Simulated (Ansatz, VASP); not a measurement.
Two plane-wave programs on TiO2

```xyz
6
Lattice="4.2959 0.0000 0.0000 0.0000 4.2959 0.0000 0.0000 0.0000 3.0935" Properties=species:S:1:pos:R:3 pbc="T T T"
Ti    0.0000    0.0000    0.0000
Ti    2.1480    2.1480    1.5467
O     1.3107    1.3107    0.0000
O     0.8373    3.4586    1.5467
O     2.9852    2.9852    0.0000
O     3.4586    0.8373    1.5467
```

Alike in both runs: task single point; functional PBE; k mesh 8 × 8 × 10; occupations gaussian, width 0.05 eV; no spin polarisation.

|  | VASP | Ansatz |
| --- | --- | --- |
| version | VASP 6.6.1 | Ansatz 0.2.0 |
| potentials or method | VASP PAW PBE potentials, release 64 (Ti_sv, O), cutoff 520 eV | scalar-relativistic, plane waves, PAW |
| valence electrons in the cell | 48 | 48 |

Ansatz gave:

| Quantity | Value |
| --- | --- |
| gap on the k mesh at the Fermi level (eV) | 2.15 |
| least direct gap on the mesh (eV) | 2.15 |
| rms of the force components (eV/Å) | 0.012 |

Task: Estimate VASP's values.

Result: gap on the k mesh at the Fermi level (eV): 2.10; least direct gap on the mesh (eV): 2.10; rms of the force components (eV/Å): 0.017.

Atom by atom the forces differ by 0.005 eV/Å (rms over components). With one functional, cell and mesh, what is left measures potentials, basis and numerics.
